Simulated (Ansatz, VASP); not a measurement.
**Ag: VASP beside Ansatz**

The input INCAR:

```
SYSTEM = Ag
  ALGO = Fast
  EDIFF = 1E-6
  ENCUT = 520
  GGA = PS
  ISIF = 2
  ISMEAR = 0
  LASPH = .True.
  LCHARG = .True.
  LELF = .True.
  LREAL = .False.
  LVHAR = .True.
  LWAVE = .False.
  NBANDS = 12
  NELM = 80
  PREC = Accurate
  SIGMA = 0.15
```

The input KPOINTS:

```
k-points
0
Gamma
  20 20 20
  0 0 0
```

File POSCAR:

```
Ag
1.0
   -1.6308191900      1.6556540000      1.6556540000
    1.6308191900     -1.6556540000      1.6556540000
    1.6308191900      1.6556540000     -1.6556540000
Ag
1
Direct
    0.0000000000      0.0000000000      0.0000000000
```

Input for Ansatz:

```yaml
crystal:
  lattice:
    - [-1.63081919, 1.655654, 1.655654]
    - [1.63081919, -1.655654, 1.655654]
    - [1.63081919, 1.655654, -1.655654]
  atoms:
    - { symbol: Ag, position: [0.0, 0.0, 0.0] }
basis:
  ecutwfc: 420
kpoints:
  mp_grid: { grid: [20, 20, 20] }
hamiltonian:
  xc: pbesol
scf:
  occupations: { method: gaussian, width: 0.15 }
output:
  forces: true
  stress: true
  eigenvalues: true
```

Change from the starting cell: strain -0.0150 x Voigt [1, 0, 0, 0, 0, 0], atoms carried along.

Alike in both runs: task single point; functional PBEsol; k mesh 20 × 20 × 20; occupations gaussian, width 0.15 eV; no spin polarisation.

```csv
,VASP,Ansatz
version,VASP 6.6.1,Ansatz 0.2.0
potentials or method,"VASP PAW PBE potentials, release 64 (Ag), cutoff 520 eV","scalar-relativistic, plane waves, PAW"
valence electrons in the cell,11,19
```

```tsv
	VASP	Ansatz	Ansatz less VASP
gap on the k mesh at the Fermi level (eV)	none	none	-
pressure (GPa)	-6.1	-6.1	+0.06
traceless stress, the component that is largest in VASP (GPa)	-0.27	-0.28	-0.003
```

VASP's potentials were made for PBE, not for PBEsol. A gap of «none» marks a metal or a gap that the smearing closes. VASP's potentials hold 11 valence electrons a cell and Ansatz's 19, so a difference there can come from the potentials and not from the codes.
